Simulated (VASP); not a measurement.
# Au (Fm-3m) in VASP: a series of runs

Au is run at these levels: PBEsol; tasks: single point, relaxation of cell and atoms.

Everything below comes from runs of VASP 6.6.1. Logs are shortened: lines on timing, memory, paths and dates and some standing lists are left out, and cuts for length are marked.

### Step 1. The cell of the first run

The structure is cubic, space group Fm-3m (No. 225). Conventional cell: a = 4.088 Å, b = 4.088 Å, c = 4.088 Å, α = 90.00°, β = 90.00°, γ = 90.00°. Au (site symmetry m-3m) has 12 Au at 2.89 Å within 3.8 Å.

### Step 2. Single point, PBEsol

INCAR

```
PREC = Accurate
ENCUT = 500
EDIFF = 1E-6
ISMEAR = 0
SIGMA = 0.1
LREAL = F
LASPH = T
NELM = 120
ALGO = Normal
ISIF = 2
LWAVE = F
LCHARG = F
GGA = PS
NBANDS = 12
GGA_COMPAT = F
```

KPOINTS

```
regular mesh
0
Gamma
  8 8 8
```

POSCAR

```
Au
1.0
    0.0000000000      2.0439732150      2.0439732150
    2.0439732150      0.0000000000      2.0439732150
    2.0439732150      2.0439732150      0.0000000000
Au
1
Direct
    0.0000000000      0.0000000000      0.0000000000
```

Potentials or basis: VASP PAW PBE potentials, release 64 (Au).

On the command line:

```console
> cat potpaw_PBE.64/Au/POTCAR > POTCAR
> mpirun -np 1 vasp_std > vasp.out
```

OUTCAR:

```text
PREC = Accurate
   ENCUT = 500
   EDIFF = 1E-6
   ISMEAR = 0
   LREAL = F
   LASPH = T
   NELM = 120
   ISIF = 2
   GGA = PS

 ion  position               nearest neighbor table
   1  0.000  0.000  0.000-

  LATTYP: Found a face centered cubic cell.
 ALAT       =     4.0879464300

  Lattice vectors:

 A1 = (   0.0000000000,   2.0439732150,   2.0439732150)
 A2 = (   2.0439732150,   0.0000000000,   2.0439732150)
 A3 = (   2.0439732150,   2.0439732150,   0.0000000000)

Analysis of symmetry for initial positions (statically):
=====================================================================
 Subroutine PRICEL returns:
 Original cell was already a primitive cell.

 Routine SETGRP: Setting up the symmetry group for a
 face centered cubic supercell.

 Subroutine GETGRP returns: Found 48 space group operations
 (whereof 48 operations were pure point group operations)
 out of a pool of 48 trial point group operations.

The static configuration has the point symmetry O_h .

Analysis of symmetry for dynamics (positions and initial velocities):
=====================================================================
 Subroutine PRICEL returns:
 Original cell was already a primitive cell.

 Routine SETGRP: Setting up the symmetry group for a
 face centered cubic supercell.

 Subroutine GETGRP returns: Found 48 space group operations
 (whereof 48 operations were pure point group operations)
 out of a pool of 48 trial point group operations.

The dynamic configuration has the point symmetry O_h .

 Subroutine INISYM returns: Found 48 space group operations
 (whereof 48 operations are pure point group operations),
 and found     1 'primitive' translations

----------------------------------------------------------------------------------------

                                     Primitive cell

  volume of cell :      17.0787

  direct lattice vectors                    reciprocal lattice vectors
     0.000000000  2.043973215  2.043973215    -0.244621601  0.244621601  0.244621601
     2.043973215  0.000000000  2.043973215     0.244621601 -0.244621601  0.244621601
     2.043973215  2.043973215  0.000000000     0.244621601  0.244621601 -0.244621601

  length of vectors
     2.890614642  2.890614642  2.890614642     0.423697041  0.423697041  0.423697041

  position of ions in fractional coordinates (direct lattice)
     0.000000000  0.000000000  0.000000000

  ion indices of the primitive-cell ions
   primitive index   ion index
                 1           1

----------------------------------------------------------------------------------------

 KPOINTS: regular mesh

Automatic generation of k-mesh.
 Grid dimensions read from file:
 generate k-points for:    8    8    8

 Generating k-lattice:

  Cartesian coordinates                     Fractional coordinates (reciprocal lattice)
    -0.030577700  0.030577700  0.030577700     0.125000000  0.000000000  0.000000000
     0.030577700 -0.030577700  0.030577700     0.000000000  0.125000000  0.000000000
     0.030577700  0.030577700 -0.030577700     0.000000000  0.000000000  0.125000000

  Length of vectors
     0.052962130  0.052962130  0.052962130

  Shift w.r.t. Gamma in fractional coordinates (k-lattice)
     0.000000000  0.000000000  0.000000000

 Subroutine IBZKPT returns following result:
 ===========================================

 Found     29 irreducible k-points:

 Following reciprocal coordinates:
            Coordinates               Weight
  0.000000  0.000000  0.000000      1.000000
  0.125000  0.000000  0.000000      8.000000
  0.250000  0.000000  0.000000      8.000000
  0.375000  0.000000  0.000000      8.000000
  0.500000  0.000000  0.000000      4.000000
  0.125000  0.125000  0.000000      6.000000
[... 16 lines left out ...]
  0.500000  0.250000  0.125000     48.000000
 -0.375000  0.250000  0.125000     24.000000
 [... further k-points ...]
   k-points           NKPTS =     29   k-points in BZ     NKDIM =     29   number of bands    NBANDS=     12
   number of dos      NEDOS =    301   number of ions     NIONS =      1
   total plane-waves  NPLWV =  13824
   dimension x,y,z NGX =    24 NGY =   24 NGZ =   24
   dimension x,y,z NGXF=    48 NGYF=   48 NGZF=   48
   ions per type =               1
   NGX,Y,Z   is equivalent  to a cutoff of  13.80, 13.80, 13.80 a.u.
   NGXF,Y,Z  is equivalent  to a cutoff of  27.61, 27.61, 27.61 a.u.
 SYSTEM =  unknown system
   PREC   = accura    normal or accurate (medium, high low for compatibility)
   ISTART =      0    job   : 0-new  1-cont  2-samecut
   ICHARG =      2    charge: 1-file 2-atom 10-const
   ISPIN  =      1    spin polarized calculation?
   LNONCOLLINEAR =      F non collinear calculations
   LSORBIT =      F    spin-orbit coupling
   LASPH  =      T    aspherical Exc in radial PAW
   ENCUT  =  500.0 eV  36.75 Ry    6.06 a.u.   5.27  5.27  5.27*2*pi/ulx,y,z
   NELM   =    120;   NELMIN=  2; NELMDL= -5     # of ELM steps
   EDIFF  = 0.1E-05   stopping-criterion for ELM
   LREAL  =      F    real-space projection
[... 7 lines left out ...]
   TEBEG  =    0.0;   TEEND  =   0.0 temperature during run
   PSTRESS=    0.0 pullay stress
   NELECT =      11.0000    total number of electrons
   NUPDOWN=      -1.0000    fix difference up-down
   EMIN   =  10.00;   EMAX   =-10.00  energy-range for DOS
   EFERMI =   0.00;   METHOD = LEGACY
   ISMEAR =     0;   SIGMA  =   0.10  broadening in eV -4-tet -1-fermi 0-gaus
   EFERMI_NEDOS =   21; number of points for ismear=-14 and -15
   IALGO  =     38    algorithm
   IMIX   =      4    mixing-type and parameters
     AMIX     =   0.40;   BMIX     =  1.00
     AMIX_MAG =   1.60;   BMIX_MAG =  1.00
  volume/ion in A,a.u.               =      17.08       115.25
  Fermi-wavevector in a.u.,A,eV,Ry     =   1.413797  2.671690 27.195641  1.998823
  Thomas-Fermi vector in A             =   2.535406
   LORBIT       =      0    0 simple, 1 ext, 2 COOP (PROOUT), +10 PAW based schemes
   GGA     = PS    functional components
   LHFCALC =     F    Hartree Fock is set to
   AEXX    =    0.0000 exact exchange contribution
   IVDW    =     0    specifies the selected vdW correction
   LEPSILON=     F    determine dielectric tensor
   LRPA    =     F    only Hartree local field effects (RPA)
 non-spin polarized calculation
 Gauss-broadening in eV      SIGMA  =   0.10
  energy-cutoff  :      500.00
  volume of cell :       17.08
 maximum number of plane-waves:       445
 NGX is ok and might be reduce to    24
   NGX = 11   NGY = 11   NGZ = 11

 number of electron      11.0000000 magnetization

 Free energy of the ion-electron system (eV)
  ---------------------------------------------------
  ext. energy  EPLUGINS =         0.00000000
  ---------------------------------------------------
  free energy    TOTEN  =        -3.88575847 eV

  energy without entropy =       -3.88260267  energy(sigma->0) =       -3.88418057

 E-fermi :   9.1825     XC(G=0): -12.8703

 val. band max:        9.1085447431   @ k =   0.5000   0.2500   0.1250
 cond. band min:       9.3680915835   @ k =   0.5000   0.3750   0.1250
 fundamental gap:      0.2595468404
 Fermi energy:         9.1825151656

 k-point     1 :       0.0000    0.0000    0.0000
  band No.  band energies     occupation
      1      -0.6550      2.00000
      2       4.5830      2.00000
      3       4.5830      2.00000
      4       4.5830      2.00000
      5       6.1085      2.00000
      6       6.1085      2.00000
      7      23.7441      0.00000
      8      27.7275      0.00000
      9      27.7275      0.00000
     10      27.7275      0.00000
     11      32.5855      0.00000
     12      37.2290      0.00000

 k-point     2 :       0.1250    0.0000    0.0000
  band No.  band energies     occupation
      1      -0.1242      2.00000
      2       4.4289      2.00000
      3       4.7474      2.00000
      4       4.7474      2.00000
      5       6.0494      2.00000
      6       6.0494      2.00000
      7      24.1912      0.00000
      8      25.1676      0.00000
      9      28.3378      0.00000
     10      28.3378      0.00000
     11      32.6022      0.00000
     12      34.8872      0.00000

 k-point     3 :       0.2500    0.0000    0.0000
  band No.  band energies     occupation
      1       1.1502      2.00000
      2       4.4351      2.00000
      3       4.8638      2.00000
      4       4.8638      2.00000
      5       6.2706      2.00000
      6       6.2706      2.00000
      7      20.3633      0.00000
      8      24.8082      0.00000
      9      29.1348      0.00000
     10      29.1348      0.00000
     11      30.9430      0.00000
     12      32.2279      0.00000
[... 286 lines left out ...]
 k-point    23 :       0.5000    0.2500    0.1250
  band No.  band energies     occupation
      1       2.9485      2.00000
      2       4.0882      2.00000
      3       4.2803      2.00000
      4       5.6225      2.00000
      5       6.8112      2.00000
      6       9.1085      1.70449
      7      16.2019      0.00000
      8      21.1293      0.00000
      9      23.5139      0.00000
     10      27.7059      0.00000
     11      31.6505      0.00000
     12      35.3408      0.00000

 k-point    24 :      -0.3750    0.2500    0.1250
  band No.  band energies     occupation
      1       2.9557      2.00000
      2       3.9093      2.00000
      3       5.0034      2.00000
      4       5.4190      2.00000
      5       7.1667      2.00000
      6      11.8550      0.00000
      7      12.2759      0.00000
      8      21.3690      0.00000
      9      22.3222      0.00000
     10      26.8720      0.00000
     11      33.0646      0.00000
     12      36.0771      0.00000

 [... further k-points ...]
[... 5 lines left out ...]
  --------------------------------------------------------------------------------------
  -------------------------------------------------------------------------------------
  Total        0.0055203      0.0055203      0.0055203      0.0000000      0.0000000      0.0000000
  in kB        0.5178705      0.5178705      0.5178705      0.0000000      0.0000000      0.0000000
  external PRESSURE =       0.5178705 kB  Pullay stress =       0.0000000 kB

 VOLUME and BASIS-vectors are now :
 -----------------------------------------------------------------------------
  energy-cutoff  :      500.00
  volume of cell :       17.08
      direct lattice vectors                 reciprocal lattice vectors
     0.000000000  2.043973215  2.043973215    -0.244621601  0.244621601  0.244621601
     2.043973215  0.000000000  2.043973215     0.244621601 -0.244621601  0.244621601
     2.043973215  2.043973215  0.000000000     0.244621601  0.244621601 -0.244621601

 POSITION                                       TOTAL-FORCE (eV/Angst)
 -----------------------------------------------------------------------------------
      0.00000      0.00000      0.00000        -0.000000     -0.000000     -0.000000
 -----------------------------------------------------------------------------------
    total drift:                               -0.000000      0.000000      0.000000

  FREE ENERGIE OF THE ION-ELECTRON SYSTEM (eV)
  ---------------------------------------------------
  free  energy   TOTEN  =        -3.8857584661 eV

  energy  without entropy=       -3.8826026687  energy(sigma->0) =       -3.88418057
```

Wall time 8.3 s (1 thread of Intel Xeon 8259CL, shared host); peak memory 0.14 GiB.

What came out:

- Free energy: -3.8858 eV
- Pressure: 0.1 GPa

Levels at points of the mesh, in eV from the Fermi level:
| k point | band 4 | band 5 | band 6 | band 7 | band 8 | band 9 |
| --- | --- | --- | --- | --- | --- | --- |
| (0.00, 0.00, 0.00) | -4.60 | -3.07 | -3.07 | 14.56 | 18.54 | 18.54 |
| (0.50, 0.00, 0.00) | -1.87 | -1.87 | -0.96 | 3.11 | 14.00 | 17.14 |
| (0.50, 0.50, 0.00) | -1.55 | -1.55 | 1.02 | 5.79 | 10.01 | 10.01 |

Caveat: the PAW data sets were made with another functional, which shifts forces and pressure a little; spin-orbit coupling is left out, which moves the levels of the heavy elements.

### Step 3. Relaxation of cell and atoms, PBEsol

This run uses another cell than the first one, of 18.14 Å³/atom, 1.062 times its volume.

INCAR

```
SYSTEM = Au
  PREC = Accurate
  ENCUT = 500
  EDIFF = 1E-7
  ISMEAR = 0
  SIGMA = 0.1
  LREAL = .False.
  LASPH = .True.
  NELM = 120
  ALGO = Normal
  ISIF = 3
  LWAVE = .False.
  LCHARG = .False.
  GGA = PS
  IBRION = 2
  NSW = 100
  EDIFFG = -0.05
  GGA_COMPAT = .False.
  NELMIN = 4
```

KPOINTS

```
Automatic mesh
0
Gamma
  8 8 8
  0 0 0
```

POSCAR

```
Au
1.0
    0.0000000000      2.0856442700      2.0856442700
    2.0856442700      0.0000000000      2.0856442700
    2.0856442700      2.0856442700      0.0000000000
Au
1
Direct
    0.0000000000      0.0000000000      0.0000000000
```

Potentials or basis: VASP PAW PBE potentials, release 64 (Au).

On the command line:

```console
> cat potpaw_PBE.64/Au/POTCAR > POTCAR
> mpirun -np 1 vasp_std > vasp.out
```

It took 17 s on 1 thread of Intel Xeon 8259CL, shared host; peak memory 0.15 GiB.

Results (log left out):

```
Free energy                            : -3.8866 eV
Relaxed volume                         : 17.11 Å³/atom
Relaxed cell                           : a = 2.892 Å, b = 2.892 Å, c = 2.892 Å, α = 60.00°, β = 60.00°, γ = 60.00°
Space group after relaxing (to 0.05 Å) : Fm-3m (No. 225)
Energy gained by relaxing              : 31.3 meV/atom
Ionic steps                            : 3
Pressure after relaxing                : -0.2 GPa
```

Step by step:
| step | energy change (eV) | largest force (eV/Å) | pressure (GPa) | volume (Å³) |
| --- | --- | --- | --- | --- |
| 1 | 0.0000 | 0.0000 | -8.80 | 18.14 |
| 2 | 0.0479 | 0.0000 | 19.59 | 15.65 |
| 3 | -0.0313 | 0.0000 | -0.24 | 17.11 |

Final structure:
```
Au
1.0
     0.00000    2.04503    2.04503
     2.04503    0.00000    2.04503
     2.04503    2.04503    0.00000
Au
1
Direct
  0.00000 0.00000 0.00000
```

Levels at points of the mesh, in eV from the Fermi level:
| k point | band 2 | band 3 | band 4 | band 5 | band 6 | band 7 | band 8 | band 9 |
| --- | --- | --- | --- | --- | --- | --- | --- | --- |
| (0.00, 0.00, 0.00) | -4.59 | -4.59 | -4.59 | -3.07 | -3.07 | 14.56 | 18.54 | 18.54 |
| (0.50, 0.00, 0.00) | -4.62 | -4.62 | -1.87 | -1.87 | -0.95 | 3.10 | 14.00 | 17.13 |
| (0.50, 0.50, 0.00) | -6.65 | -1.91 | -1.55 | -1.55 | 1.03 | 5.78 | 10.00 | 10.00 |

Caveat: the PAW data sets were made with another functional, which shifts forces and pressure a little; spin-orbit coupling is left out, which moves the levels of the heavy elements.
